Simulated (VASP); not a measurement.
Wanted: the native input for a VASP 6.6.1 run.

| Quantity | Value |
| --- | --- |
| Task | single point |
| Functional | PBEsol |
| Potentials or basis | VASP PAW PBE potentials, release 64 (Ta_pv) |
| Cutoff | 520 eV |
| k mesh | 20 × 20 × 20 |
| Occupations | fermi-dirac, width 0.15 eV |
| Spin | no spin polarisation |
| Dipole correction | no |
| Further INCAR settings | ALGO = Normal; EDIFF = 1e-06; NBANDS = 12 |

The structure of Ta lies in POSCAR:

```
Ta
1.0
   -1.6418650284      1.6418650284      1.6418650284
    1.6418650284     -1.6418650284      1.6418650284
    1.6418650284      1.6418650284     -1.6418650284
Ta
1
Direct
    0.0000000000      0.0000000000      0.0000000000
```

One way to write it, as run:

INCAR

```
PREC = Accurate ; ENCUT = 520
EDIFF = 1E-6 ; ISMEAR = -1
SIGMA = 0.15 ; LREAL = F
LASPH = T ; NELM = 80
ALGO = Normal ; ISIF = 2
LWAVE = F ; LCHARG = F
GGA = PS ; NBANDS = 12
```

KPOINTS

```
regular mesh
0
Gamma
  20 20 20
```

Potentials or basis: VASP PAW PBE potentials, release 64 (Ta_pv).

The run is started by

```bash
$ cat potpaw_PBE.64/Ta_pv/POTCAR > POTCAR
$ mpirun -np 1 vasp_std > vasp.out
```

Results of the run:

* Pressure: 0.2 GPa
* Band gap on the k mesh: zero (an odd number of electrons rules out a gap without spin polarisation)

Caveat: the PAW data sets were made with another functional, which shifts forces and pressure a little; spin-orbit coupling is left out, which moves the levels of the heavy elements.

It took 22 s on 1 thread of AMD EPYC 9R45 96-Core Processor (Zen 5), on a shared host, peak memory 0.15 GiB.
